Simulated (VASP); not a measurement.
# Sn (P6/mmm) in VASP: a series of runs

Runs on Sn. Level: PBE. Tasks: single point.

Program: VASP 6.6.1. These are calculated values, not measurements. Logs are shortened: lines on timing, memory, paths and dates and some standing lists are left out, and cuts for length are marked.

### Step 1. The cell of the first run

Symmetry: P6/mmm, No. 191, hexagonal system. The conventional cell has a = 4.014 Å, b = 4.014 Å, c = 2.398 Å, α = 90.00°, β = 90.00°, γ = 120.00°. Within 3.2 Å of Sn (site symmetry 6/mmm) lie 14 Sn at 2.40 to 2.61 Å. Within 3.1 Å of Sn (site symmetry -6m2) lie 11 Sn at 2.32 to 2.61 Å.

### Step 2. Single point, PBE (volume scaled by 0.4)

INCAR

```
SYSTEM = Sn
PREC     = Accurate       ! precision mode
ENCUT    = 520            ! plane-wave cutoff, eV
EDIFF    = 1E-7           ! SCF threshold, eV
ISMEAR   = -1             ! smearing method
SIGMA    = 0.1            ! smearing width, eV
LREAL    = .False.        ! projectors in reciprocal space
LASPH    = .True.         ! aspherical terms in the spheres
NELM     = 80             ! most SCF steps
ALGO     = Normal         ! electronic algorithm
ISIF     = 2              ! what is computed and relaxed
LWAVE    = .False.        ! write WAVECAR
LCHARG   = .True.         ! write CHGCAR
GGA      = PE             ! functional
LELF     = .True.         ! ELF
LVHAR    = .True.       
NBANDS   = 28             ! bands
```

KPOINTS

```
regular mesh
0
Gamma
  7 7 9
  0 0 0
```

POSCAR

```
Sn
1.0
    4.0138808133      0.0000000000      0.0000000000
   -2.0069404066      3.4761227520      0.0000000000
    0.0000000000      0.0000000000      2.3983920155
Sn
3
Direct
    0.0000000000      0.0000000000      0.0000000000
    0.3333333333      0.6666666667      0.5000000000
    0.6666666667      0.3333333333      0.5000000000
```

Potentials or basis: VASP PAW PBE potentials, release 64 (Sn_d).

Run with:

```sh
$ cat potpaw_PBE.64/Sn_d/POTCAR > POTCAR
$ mpirun -np 1 vasp_std > vasp.out
```

OUTCAR:

```text
SYSTEM = Sn
   PREC = Accurate
   ENCUT = 520
   EDIFF = 1E-7
   ISMEAR = -1
   LREAL = .False.
   LASPH = .True.
   NELM = 80
   ISIF = 2
   GGA = PE

 ion  position               nearest neighbor table
   1  0.000  0.000  0.000-   2 2.61   3 2.61   2 2.61   3 2.61   2 2.61   2 2.61   3 2.61   3 2.61
                             3 2.61   3 2.61   2 2.61   2 2.61
   2  0.333  0.667  0.500-   3 2.32   3 2.32   3 2.32   1 2.61   1 2.61   1 2.61   1 2.61   1 2.61
                             1 2.61   3 3.34   3 3.34   3 3.34   3 3.34   3 3.34   3 3.34
   3  0.667  0.333  0.500-   2 2.32   2 2.32   2 2.32   1 2.61   1 2.61   1 2.61   1 2.61   1 2.61
                             1 2.61   2 3.34   2 3.34   2 3.34   2 3.34   2 3.34   2 3.34

  LATTYP: Found a hexagonal cell.
 ALAT       =     4.0138808133
 C/A-ratio  =     0.5975244725

  Lattice vectors:

 A1 = (   4.0138808133,   0.0000000000,   0.0000000000)
 A2 = (  -2.0069404066,   3.4761227520,   0.0000000000)
 A3 = (   0.0000000000,   0.0000000000,   2.3983920155)

Analysis of symmetry for initial positions (statically):
=====================================================================
 Subroutine PRICEL returns:
 Original cell was already a primitive cell.

 Routine SETGRP: Setting up the symmetry group for a
 hexagonal supercell.

 Subroutine GETGRP returns: Found 24 space group operations
 (whereof 24 operations were pure point group operations)
 out of a pool of 24 trial point group operations.

The static configuration has the point symmetry D_6h.

Analysis of symmetry for dynamics (positions and initial velocities):
=====================================================================
 Subroutine PRICEL returns:
 Original cell was already a primitive cell.

 Routine SETGRP: Setting up the symmetry group for a
 hexagonal supercell.

 Subroutine GETGRP returns: Found 24 space group operations
 (whereof 24 operations were pure point group operations)
 out of a pool of 24 trial point group operations.

The dynamic configuration has the point symmetry D_6h.

 Subroutine INISYM returns: Found 24 space group operations
 (whereof 24 operations are pure point group operations),
 and found     1 'primitive' translations

----------------------------------------------------------------------------------------

                                     Primitive cell

  volume of cell :      33.4641

  direct lattice vectors                    reciprocal lattice vectors
     4.013880813  0.000000000  0.000000000     0.249135449  0.143838419  0.000000000
    -2.006940407  3.476122752  0.000000000     0.000000000  0.287676837  0.000000000
     0.000000000  0.000000000  2.398392015     0.000000000  0.000000000  0.416946018

  length of vectors
     4.013880813  4.013880813  2.398392015     0.287676837  0.287676837  0.416946018

  position of ions in fractional coordinates (direct lattice)
     0.000000000  0.000000000  0.000000000
     0.333333333  0.666666667  0.500000000
     0.666666667  0.333333333  0.500000000

  ion indices of the primitive-cell ions
   primitive index   ion index
                 1           1
                 2           2
                 3           3

----------------------------------------------------------------------------------------

 KPOINTS: regular mesh

Automatic generation of k-mesh.
 Grid dimensions read from file:
 generate k-points for:    7    7    9

 Generating k-lattice:

  Cartesian coordinates                     Fractional coordinates (reciprocal lattice)
     0.035590778  0.020548346  0.000000000     0.142857143  0.000000000  0.000000000
     0.000000000  0.041096691  0.000000000     0.000000000  0.142857143  0.000000000
     0.000000000  0.000000000  0.046327335     0.000000000  0.000000000  0.111111111

  Length of vectors
     0.041096691  0.041096691  0.046327335

  Shift w.r.t. Gamma in fractional coordinates (k-lattice)
     0.000000000  0.000000000  0.000000000

 Subroutine IBZKPT returns following result:
 ===========================================

 Found     40 irreducible k-points:

 Following reciprocal coordinates:
            Coordinates               Weight
  0.000000  0.000000  0.000000      1.000000
  0.142857  0.000000  0.000000      6.000000
  0.285714  0.000000  0.000000      6.000000
  0.428571  0.000000  0.000000      6.000000
  0.142857  0.142857  0.000000      6.000000
  0.285714  0.142857  0.000000     12.000000
[... 16 lines left out ...]
  0.428571  0.142857  0.222222     12.000000
  0.285714  0.285714  0.222222     12.000000
 [... further k-points ...]
   k-points           NKPTS =     40   k-points in BZ     NKDIM =     40   number of bands    NBANDS=     28
   number of dos      NEDOS =    301   number of ions     NIONS =      3
   total plane-waves  NPLWV =  16200
   dimension x,y,z NGX =    30 NGY =   30 NGZ =   18
   dimension x,y,z NGXF=    60 NGYF=   60 NGZF=   36
   ions per type =               3
   NGX,Y,Z   is equivalent  to a cutoff of  12.43, 12.43, 12.48 a.u.
   NGXF,Y,Z  is equivalent  to a cutoff of  24.85, 24.85, 24.95 a.u.
 SYSTEM =  Sn
   PREC   = accura    normal or accurate (medium, high low for compatibility)
   ISTART =      0    job   : 0-new  1-cont  2-samecut
   ICHARG =      2    charge: 1-file 2-atom 10-const
   ISPIN  =      1    spin polarized calculation?
   LNONCOLLINEAR =      F non collinear calculations
   LSORBIT =      F    spin-orbit coupling
   LASPH  =      T    aspherical Exc in radial PAW
   ENCUT  =  520.0 eV  38.22 Ry    6.18 a.u.   7.46  7.46  4.46*2*pi/ulx,y,z
   NELM   =     80;   NELMIN=  2; NELMDL= -5     # of ELM steps
   EDIFF  = 0.1E-06   stopping-criterion for ELM
   LREAL  =      F    real-space projection
   EDIFFG = 0.1E-05   stopping-criterion for IOM
   NSW    =      0    number of steps for IOM
   IBRION =     -1    ionic relax: 0-MD 1-quasi-New 2-CG
   NFREE  =      0    steps in history (QN), initial steepest desc. (CG)
   ISIF   =      2    stress and relaxation
   ISYM   =      2    0-nonsym 1-usesym 2-fastsym
   POTIM  = 0.5000    time-step for ionic-motion
   TEBEG  =    0.0;   TEEND  =   0.0 temperature during run
   PSTRESS=    0.0 pullay stress
   NELECT =      42.0000    total number of electrons
   NUPDOWN=      -1.0000    fix difference up-down
   EMIN   =  10.00;   EMAX   =-10.00  energy-range for DOS
   EFERMI =   0.00;   METHOD = LEGACY
   ISMEAR =    -1;   SIGMA  =   0.10  broadening in eV -4-tet -1-fermi 0-gaus
   EFERMI_NEDOS =   21; number of points for ismear=-14 and -15
   IALGO  =     38    algorithm
   IMIX   =      4    mixing-type and parameters
     AMIX     =   0.40;   BMIX     =  1.00
     AMIX_MAG =   1.60;   BMIX_MAG =  1.00
  volume/ion in A,a.u.               =      11.15        75.28
  Fermi-wavevector in a.u.,A,eV,Ry     =   1.765894  3.337056 42.428167  3.118382
  Thomas-Fermi vector in A             =   2.833585
   LORBIT       =      0    0 simple, 1 ext, 2 COOP (PROOUT), +10 PAW based schemes
   GGA     = PE    functional components
   LHFCALC =     F    Hartree Fock is set to
   AEXX    =    0.0000 exact exchange contribution
   IVDW    =     0    specifies the selected vdW correction
   LEPSILON=     F    determine dielectric tensor
   LRPA    =     F    only Hartree local field effects (RPA)
 non-spin polarized calculation
  energy-cutoff  :      520.00
  volume of cell :       33.46
 maximum number of plane-waves:       927
 NGX is ok and might be reduce to    30
   NGX = 15   NGY = 15   NGZ =  9

 number of electron      41.9999985 magnetization

 Free energy of the ion-electron system (eV)
  ---------------------------------------------------
  ext. energy  EPLUGINS =         0.00000000
  ---------------------------------------------------
  free energy    TOTEN  =        14.09402584 eV

  energy without entropy =       14.11512130  energy(sigma->0) =       14.10457357

 E-fermi :  25.4770     XC(G=0): -15.3322

 val. band max:       25.4394904677   @ k =   0.2857   0.0000   0.2222
 cond. band min:      25.4865956484   @ k =   0.1429   0.0000   0.3333
 fundamental gap:      0.0471051807
 Fermi energy:        25.4769858556

 k-point     1 :       0.0000    0.0000    0.0000
  band No.  band energies     occupation
      1      -0.5463      2.00000
      2       0.6303      2.00000
      3       0.6319      2.00000
      4       0.8455      2.00000
      5       0.8455      2.00000
      6       1.2532      2.00000
[... 20 lines left out ...]
     27      37.9404      0.00000
     28      39.5181      0.00000

 k-point     2 :       0.1429    0.0000    0.0000
  band No.  band energies     occupation
      1      -0.4854      2.00000
      2       0.4527      2.00000
      3       0.5637      2.00000
      4       0.6118      2.00000
      5       0.7372      2.00000
      6       1.2749      2.00000
[... 20 lines left out ...]
     27      37.6348      0.00000
     28      40.1327      0.00000

 k-point     3 :       0.2857    0.0000    0.0000
  band No.  band energies     occupation
      1      -0.3264      2.00000
      2       0.0652      2.00000
      3       0.3576      2.00000
      4       0.4076      2.00000
      5       0.6618      2.00000
      6       1.2068      2.00000
[... 20 lines left out ...]
     27      37.4249      0.00000
     28      38.1061      0.00000

 k-point     4 :       0.4286    0.0000    0.0000
  band No.  band energies     occupation
      1      -0.2231      2.00000
      2      -0.1031      2.00000
      3       0.2325      2.00000
      4       0.2333      2.00000
      5       0.6177      2.00000
      6       1.1420      2.00000
[... 20 lines left out ...]
     27      36.3072      0.00000
     28      36.9970      0.00000

 k-point     5 :       0.1429    0.1429    0.0000
  band No.  band energies     occupation
      1      -0.3757      2.00000
      2       0.2013      2.00000
      3       0.3020      2.00000
      4       0.5969      2.00000
      5       0.6183      2.00000
      6       1.1312      2.00000
[... 20 lines left out ...]
     27      37.4897      0.00000
     28      39.1531      0.00000

 k-point     6 :       0.2857    0.1429    0.0000
  band No.  band energies     occupation
      1      -0.2109      2.00000
      2      -0.1002      2.00000
      3       0.1454      2.00000
      4       0.4332      2.00000
      5       0.5890      2.00000
      6       0.9869      2.00000
[... 463 lines left out ...]
      5       0.9143      2.00000
      6       1.2117      2.00000
[... 20 lines left out ...]
     27      35.8881      0.00000
     28      36.1719      0.00000

 k-point    22 :       0.2857    0.1429    0.2222
  band No.  band energies     occupation
      1      -0.0242      2.00000
      2       0.2888      2.00000
      3       0.4455      2.00000
      4       0.7067      2.00000
      5       0.9549      2.00000
      6       1.2093      2.00000
[... 20 lines left out ...]
     27      34.9295      0.00000
     28      36.1580      0.00000

 k-point    23 :       0.4286    0.1429    0.2222
  band No.  band energies     occupation
      1      -0.0584      2.00000
      2       0.2700      2.00000
      3       0.4517      2.00000
      4       0.7064      2.00000
      5       0.9598      2.00000
      6       1.1561      2.00000
[... 20 lines left out ...]
     27      34.0097      0.00000
     28      34.8335      0.00000

 k-point    24 :       0.2857    0.2857    0.2222
  band No.  band energies     occupation
      1      -0.0945      2.00000
      2       0.3800      2.00000
      3       0.4325      2.00000
      4       0.6527      2.00000
      5       1.0147      2.00000
      6       1.1383      2.00000
[... 20 lines left out ...]
     27      36.1104      0.00000
     28      36.3945      0.00000

 [... further k-points ...]

------------------------ aborting loop because EDIFF is reached ----------------------------------------

  FORCE on cell =-STRESS in cart. coord.  units (eV):
  Direction    XX          YY          ZZ          XY          YZ          ZX
  --------------------------------------------------------------------------------------
  -------------------------------------------------------------------------------------
  Total       81.9491283     81.9491283     82.0157645      0.0000000      0.0000000      0.0000000
  in kB     3923.5137081   3923.5137079   3926.7040776      0.0000001      0.0000000      0.0000000
  external PRESSURE =    3924.5771645 kB  Pullay stress =       0.0000000 kB

 VOLUME and BASIS-vectors are now :
 -----------------------------------------------------------------------------
  energy-cutoff  :      520.00
  volume of cell :       33.46
      direct lattice vectors                 reciprocal lattice vectors
     4.013880813  0.000000000  0.000000000     0.249135449  0.143838419  0.000000000
    -2.006940407  3.476122752  0.000000000     0.000000000  0.287676837  0.000000000
     0.000000000  0.000000000  2.398392015     0.000000000  0.000000000  0.416946018

 POSITION                                       TOTAL-FORCE (eV/Angst)
 -----------------------------------------------------------------------------------
      0.00000      0.00000      0.00000         0.000000      0.000000     -0.000000
     -0.00000      2.31742      1.19920        -0.000000      0.000000      0.000000
      2.00694      1.15871      1.19920         0.000000      0.000000     -0.000000
 -----------------------------------------------------------------------------------
    total drift:                               -0.000000      0.000000      0.000000

  FREE ENERGIE OF THE ION-ELECTRON SYSTEM (eV)
  ---------------------------------------------------
  free  energy   TOTEN  =        14.0940258400 eV

  energy  without entropy=       14.1151212980  energy(sigma->0) =       14.10457357
```

It took 33 s on 1 thread of Intel Xeon Platinum 8259CL at 2.50GHz (Skylake/Cascade Lake), shared host; peak memory 0.16 GiB.

Results:

```yaml
Free_energy: 14.0940 eV
Pressure: 392.5 GPa
Band_gap_on_the_k_mesh: zero (band 21 reaches 28.84 eV, above the bottom of band 22 at 20.32 eV)
```

Stress tensor (GPa, compression positive):
```
392.35   0.00   0.00
  0.00 392.35   0.00
  0.00   0.00 392.67
```

Caveat: spin-orbit coupling is left out, which moves the levels of the heavy elements.

(Part 1 of 2 ends here.)
